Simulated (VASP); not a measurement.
# Mo (Fm-3m) in VASP: a series of runs, part 2 of 2

VASP 6.6.1. Earlier steps stand in the parts before.

**5. Single point, BLYP (volume scaled by 1.12)**

File INCAR:

```
SYSTEM = Mo
  PREC = Accurate
  ENCUT = 520
  EDIFF = 1E-6
  ISMEAR = -1
  SIGMA = 0.1
  LREAL = .FALSE.
  LASPH = .TRUE.
  NELM = 80
  ALGO = Normal
  ISIF = 2
  LWAVE = .FALSE.
  LCHARG = .FALSE.
  GGA = B5
  ALDAX = 1.0
  AGGAX = 1.0
  AGGAC = 1.0
  ALDAC = 0.0
  NBANDS = 13
```

File KPOINTS:

```
regular mesh
0
G
  15 15 15
  0 0 0
```

File POSCAR:

```
Mo
1.0
    0.0000000000      2.1056090116      2.1056090116
    2.1056090116      0.0000000000      2.1056090116
    2.1056090116      2.1056090116      0.0000000000
Mo
1
Direct
    0.0000000000      0.0000000000      0.0000000000
```

Potentials or basis: VASP PAW PBE potentials, release 64 (Mo_sv).

Launch:

```sh
> cat potpaw_PBE.64/Mo_sv/POTCAR > POTCAR
> mpirun -np 1 vasp_std > vasp.out
```

OUTCAR:

```text
SYSTEM = Mo
   PREC = Accurate
   ENCUT = 520
   EDIFF = 1E-6
   ISMEAR = -1
   LREAL = .FALSE.
   LASPH = .TRUE.
   NELM = 80
   ISIF = 2
   GGA = B5

 ion  position               nearest neighbor table
   1  0.000  0.000  0.000-

  LATTYP: Found a face centered cubic cell.
 ALAT       =     4.2112180232

  Lattice vectors:

 A1 = (   0.0000000000,   2.1056090116,   2.1056090116)
 A2 = (   2.1056090116,   0.0000000000,   2.1056090116)
 A3 = (   2.1056090116,   2.1056090116,   0.0000000000)

Analysis of symmetry for initial positions (statically):
[... 555 lines left out ...]
      8      10.2146      0.54564
      9      10.8341      0.00153
     10      12.0097      0.00000
     11      25.4040      0.00000
     12      25.7370      0.00000
     13      28.1264      0.00000

 [... further k-points ...]
[... 5 lines left out ...]
  --------------------------------------------------------------------------------------
  -------------------------------------------------------------------------------------
  Total       -2.1407738     -2.1407738     -2.1407738      0.0000000      0.0000000      0.0000000
  in kB     -183.7038165   -183.7038165   -183.7038165      0.0000000      0.0000000      0.0000000
  external PRESSURE =    -183.7038165 kB  Pullay stress =       0.0000000 kB

 VOLUME and BASIS-vectors are now :
 -----------------------------------------------------------------------------
  energy-cutoff  :      520.00
  volume of cell :       18.67
      direct lattice vectors                 reciprocal lattice vectors
     0.000000000  2.105609012  2.105609012    -0.237460990  0.237460990  0.237460990
     2.105609012  0.000000000  2.105609012     0.237460990 -0.237460990  0.237460990
     2.105609012  2.105609012  0.000000000     0.237460990  0.237460990 -0.237460990

 POSITION                                       TOTAL-FORCE (eV/Angst)
 -----------------------------------------------------------------------------------
      0.00000      0.00000      0.00000        -0.000000      0.000000     -0.000000
 -----------------------------------------------------------------------------------
    total drift:                               -0.000000     -0.000000      0.000000

  FREE ENERGIE OF THE ION-ELECTRON SYSTEM (eV)
  ---------------------------------------------------
  free  energy   TOTEN  =        -9.0129159537 eV

  energy  without entropy=       -8.9604947468  energy(sigma->0) =       -8.98670535
```

OSZICAR:

```text
N       E                     dE             d eps       ncg     rms          rms(c)
DAV:   1     0.922970213638E+02    0.92297E+02   -0.79950E+03  3128   0.108E+03
DAV:   2    -0.845043656476E+01   -0.10075E+03   -0.97485E+02  3620   0.303E+02
DAV:   3    -0.964434328360E+01   -0.11939E+01   -0.11881E+01  3415   0.328E+01
DAV:   4    -0.964735161123E+01   -0.30083E-02   -0.30082E-02  3555   0.202E+00
DAV:   5    -0.964737481397E+01   -0.23203E-04   -0.23201E-04  3510   0.157E-01    0.899E+00
DAV:   6    -0.906696791201E+01    0.58041E+00   -0.84551E-01  3150   0.105E+01    0.196E+00
DAV:   7    -0.901560940899E+01    0.51359E-01   -0.94193E-02  3535   0.324E+00    0.873E-01
DAV:   8    -0.901279967836E+01    0.28097E-02   -0.43019E-03  3175   0.812E-01    0.155E-01
DAV:   9    -0.901289801942E+01   -0.98341E-04   -0.13096E-04  3686   0.135E-01    0.557E-02
DAV:  10    -0.901291586072E+01   -0.17841E-04   -0.25196E-05  3200   0.517E-02    0.504E-03
DAV:  11    -0.901291595365E+01   -0.92933E-07   -0.12093E-07  2125   0.375E-03
   1 F= -.90129160E+01 E0= -.89867054E+01  d E =-.524212E-01
```

It took 15 s on 1 thread of AMD EPYC 9R45 (Zen 5), shared host; peak memory 0.12 GiB.

What came out:

```yaml
Free_energy: -9.0129 eV
Pressure: -18.4 GPa
Band_gap_on_the_k_mesh: zero (band 7 reaches 13.22 eV, above the bottom of band 8 at 9.53 eV)
```

Levels at points of the mesh, in eV from the Fermi level:
```csv
k point,band 4,band 5,band 6,band 7,band 8,band 9,band 10,band 11
"(0.00, 0.00, 0.00)",-34.35,-6.05,-0.59,-0.59,-0.59,1.54,1.54,13.12
```

Caveat: the cell differs from its parent crystal (volume scaled by 1.12); the PAW data sets were made with another functional, which shifts forces and pressure a little.

**6. Relaxation of cell and atoms, BLYP**

This run uses another cell than the first one, of 15.59 Å³/atom, 0.935 times its volume.

File INCAR:

```
SYSTEM = Mo
  PREC = Accurate
  ENCUT = 600
  EDIFF = 1E-7
  ISMEAR = -1
  SIGMA = 0.1
  LREAL = .FALSE.
  LASPH = .TRUE.
  NELM = 80
  ALGO = Normal
  ISIF = 3
  LWAVE = .FALSE.
  LCHARG = .FALSE.
  GGA = B5
  ALDAX = 1.0
  AGGAX = 1.0
  AGGAC = 1.0
  ALDAC = 0.0
  IBRION = 2
  NSW = 80
  EDIFFG = -0.01
```

File KPOINTS:

```
Automatic mesh
0
G
  14 14 14
  0 0 0
```

File POSCAR:

```
Mo
1.0
    0.0000000000      1.9826747602      1.9826747602
    1.9826747602      0.0000000000      1.9826747602
    1.9826747602      1.9826747602      0.0000000000
Mo
1
Direct
    0.0000000000      0.0000000000      0.0000000000
```

Potentials or basis: VASP PAW PBE potentials, release 64 (Mo_sv).

Launch:

```sh
> cat potpaw_PBE.64/Mo_sv/POTCAR > POTCAR
> mpirun -np 1 vasp_std > vasp.out
```

OUTCAR:

```text
SYSTEM = Mo
   PREC = Accurate
   ENCUT = 600
   EDIFF = 1E-7
   ISMEAR = -1
   LREAL = .FALSE.
   LASPH = .TRUE.
   NELM = 80
   ISIF = 3
   GGA = B5
   IBRION = 2
   NSW = 80
   EDIFFG = -0.01

 ion  position               nearest neighbor table
   1  0.000  0.000  0.000-

  LATTYP: Found a face centered cubic cell.
 ALAT       =     3.9653495204

  Lattice vectors:

 A1 = (   0.0000000000,   1.9826747602,   1.9826747602)
 A2 = (   1.9826747602,   0.0000000000,   1.9826747602)
 A3 = (   1.9826747602,   1.9826747602,   0.0000000000)

Analysis of symmetry for initial positions (statically):
=====================================================================
 Subroutine PRICEL returns:
 Original cell was already a primitive cell.

 Routine SETGRP: Setting up the symmetry group for a
 face centered cubic supercell.

 Subroutine GETGRP returns: Found 48 space group operations
[... 213 lines left out ...]
      5       3.5255      2.00000
      6       8.8533      1.99165
      7       8.8533      1.99165
      8       8.8533      1.99165
      9      10.8086      0.00000
     10      10.8086      0.00000
     11      22.4299      0.00000
[... 391 lines left out ...]
--------------------------------------- Ionic step        4  -------------------------------------------

 number of electron      14.0000002 magnetization

 Free energy of the ion-electron system (eV)
  ---------------------------------------------------
  ext. energy  EPLUGINS =         0.00000000
  ---------------------------------------------------
  free energy    TOTEN  =        -9.13280773 eV

  energy without entropy =       -9.08909805  energy(sigma->0) =       -9.11095289

 E-fermi :  11.7006     XC(G=0): -12.3570

 val. band max:       11.6829538080   @ k =   0.3571   0.0000   0.0000
 cond. band min:      11.7169514692   @ k =   0.5000   0.1429   0.0000
 fundamental gap:      0.0339976612
 Fermi energy:        11.7006349400

 k-point     1 :       0.0000    0.0000    0.0000
  band No.  band energies     occupation
      1     -48.8651      2.00000
      2     -22.4230      2.00000
      3     -22.4230      2.00000
      4     -22.4230      2.00000
      5       5.2710      2.00000
      6      10.9746      1.99860
      7      10.9746      1.99860
      8      10.9746      1.99860
      9      13.4726      0.00000
     10      13.4726      0.00000
     11      24.9228      0.00000
[... 350 lines left out ...]
  FREE ENERGIE OF THE ION-ELECTRON SYSTEM (eV)
  ---------------------------------------------------
  free  energy   TOTEN  =        -9.1328077342 eV

  energy  without entropy=       -9.0890980507  energy(sigma->0) =       -9.11095289

 reached required accuracy - stopping structural energy minimisation
```

Run time: 47 s. Hardware: 1 thread of AMD EPYC 9R45 (Zen 5), shared host; peak memory 0.13 GiB.

Results:

- Free energy: -9.1328 eV
- Relaxed volume: 16.73 Å³/atom
- Relaxed cell: a = 2.871 Å, b = 2.871 Å, c = 2.871 Å, α = 60.00°, β = 60.00°, γ = 60.00°
- Space group after relaxing (to 0.05 Å): Fm-3m (No. 225)
- Energy gained by relaxing: 58.2 meV/atom
- Ionic steps: 4
- Pressure after relaxing: -0.1 GPa
- Band gap on the k mesh: zero (band 7 reaches 15.36 eV, above the bottom of band 8 at 10.97 eV)

The path:
```tsv
step	energy change (eV)	largest force (eV/Å)	pressure (GPa)	volume (Å³)
1	0.0000	0.0000	17.41	15.59
2	0.2089	0.0000	-24.58	19.73
3	-0.0580	0.0000	-0.90	16.80
4	-0.0582	0.0000	-0.07	16.73
```

Final structure:
```xyz
1
Lattice="0.0000 2.0300 2.0300 2.0300 0.0000 2.0300 2.0300 2.0300 0.0000" Properties=species:S:1:pos:R:3 pbc="T T T"
Mo    0.0000    0.0000    0.0000
```

Caveat: the PAW data sets were made with another functional, which shifts forces and pressure a little.

**7. Single point, BLYP**

File INCAR:

```
AGGAC    = 1.0          
AGGAX    = 1.0          
ALDAC    = 0.0          
ALDAX    = 1.0          
ALGO     = Normal         # electronic algorithm
EDIFF    = 1E-6           # SCF threshold, eV
ENCUT    = 520            # plane-wave cutoff, eV
GGA      = B5             # functional
ISIF     = 2              # what is computed and relaxed
ISMEAR   = -1             # smearing method
LASPH    = True           # aspherical terms in the spheres
LCHARG   = True           # write CHGCAR
LELF     = True           # ELF
LREAL    = False          # projectors in reciprocal space
LVHAR    = True         
LWAVE    = False          # write WAVECAR
NBANDS   = 13             # bands
NELM     = 60             # most SCF steps
PREC     = Accurate       # precision mode
SIGMA    = 0.1            # smearing width, eV
```

File KPOINTS:

```
k-points
0
Gamma
  22 22 22
```

File POSCAR:

```
Mo
1.0
    0.0000000000      2.0275507014      2.0275507014
    2.0275507014      0.0000000000      2.0275507014
    2.0275507014      2.0275507014      0.0000000000
Mo
1
Direct
    0.0000000000      0.0000000000      0.0000000000
```

Launch:

```sh
> cat potpaw_PBE.64/Mo_sv/POTCAR > POTCAR
> mpirun -np 1 vasp_std > vasp.out
```

Run time: 34 s. Hardware: 1 thread of AMD EPYC 9R45 (Zen 5), shared host; peak memory 0.16 GiB.

It converged, with:

```
Free energy            : -9.1345 eV
Pressure               : 0.9 GPa
Band gap on the k mesh : zero (band 7 reaches 15.43 eV, above the bottom of band 8 at 11.02 eV)
```

Levels at points of the mesh, in eV from the Fermi level:
| k point | band 3 | band 4 | band 5 | band 6 | band 7 | band 8 | band 9 | band 10 | band 11 | band 12 |
| --- | --- | --- | --- | --- | --- | --- | --- | --- | --- | --- |
| (0.00, 0.00, 0.00) | -34.10 | -34.10 | -6.42 | -0.72 | -0.72 | -0.72 | 1.79 | 1.79 | 13.24 | 18.30 |
| (0.50, 0.00, 0.00) | -34.26 | -34.26 | -4.37 | -0.87 | -0.87 | 1.69 | 3.72 | 3.72 | 10.52 | 12.96 |
| (0.50, 0.50, 0.00) | -34.52 | -34.52 | -4.62 | -4.05 | 3.69 | 4.00 | 4.27 | 4.27 | 12.31 | 12.31 |

Caveat: the PAW data sets were made with another functional, which shifts forces and pressure a little.

**8. Summary**

```tsv
task	cell	k mesh	cutoff (eV)	gap on the mesh (eV)	pressure (GPa)
single point	a = 2.867 Å, angles 60.0°, 1 atom	15 × 15 × 15	520	none	1.1
single point	a = 2.905 Å, angles 60.0°, 1 atom	15 × 15 × 15	520	none	-6.8
single point	a = 2.942 Å, angles 60.0°, 1 atom	15 × 15 × 15	520	none	-13.2
single point	a = 2.978 Å, angles 60.0°, 1 atom	15 × 15 × 15	520	none	-18.4
relaxation of cell and atoms	relaxed from a = 2.804 Å, angles 60.0°, 1 atom	14 × 14 × 14	600	none	-0.1
single point	a = 2.867 Å, angles 60.0°, 1 atom	22 × 22 × 22	520	none	0.9
```

Alike in all rows: level BLYP; potentials or basis VASP PAW PBE potentials, release 64 (Mo_sv); no spin polarisation; smearing fermi-dirac 0.1 eV.

Caveats: the PAW data sets were made with another functional, which shifts forces and pressure a little.

Absolute energies hang on the potentials; compare differences alone.
